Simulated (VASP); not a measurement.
Input of a VASP 6.6.1 run:

Contents of INCAR:

```
SYSTEM = TaN
ALGO = Normal ; EDIFF = 1E-6
ENCUT = 700 ; GGA = PS
GGA_COMPAT = .False. ; ISIF = 2
ISMEAR = 0 ; LASPH = .True.
LCHARG = .True. ; LELF = .True.
LREAL = .False. ; LVHAR = .True.
LWAVE = .False. ; NBANDS = 16
NELM = 120 ; PREC = Accurate
SIGMA = 0.1
```

Contents of KPOINTS:

```
k-points
0
Gamma
  16 16 16
  0 0 0
```

POSCAR

```
TaN
1.0
    0.0000000000      2.1437080066      2.1437080066
    2.1437080066      0.0000000000      2.1437080066
    2.1437080066      2.1437080066      0.0000000000
Ta N
1 1
Direct
    0.5000000000      0.5000000000      0.5000000000
    0.0000000000      0.0000000000      0.0000000000
```

Potentials or basis: VASP PAW PBE potentials, release 64 (Ta_sv_GW, N).

Run with:

```sh
$ cat potpaw_PBE.64/Ta_sv_GW/POTCAR potpaw_PBE.64/N/POTCAR > POTCAR
$ mpirun -np 1 vasp_std > vasp.out
```

Problem. Estimate the pressure.

Solution. 25.2 GPa.

Problem. What does it give for the band gap on the k mesh?

Solution. Zero (bands 9 and 10 overlap by 4.51 eV).

Caveat: the cell stands under pressure; the PAW data sets were made with another functional, which shifts forces and pressure a little; spin-orbit coupling is left out, which moves the levels of the heavy elements.
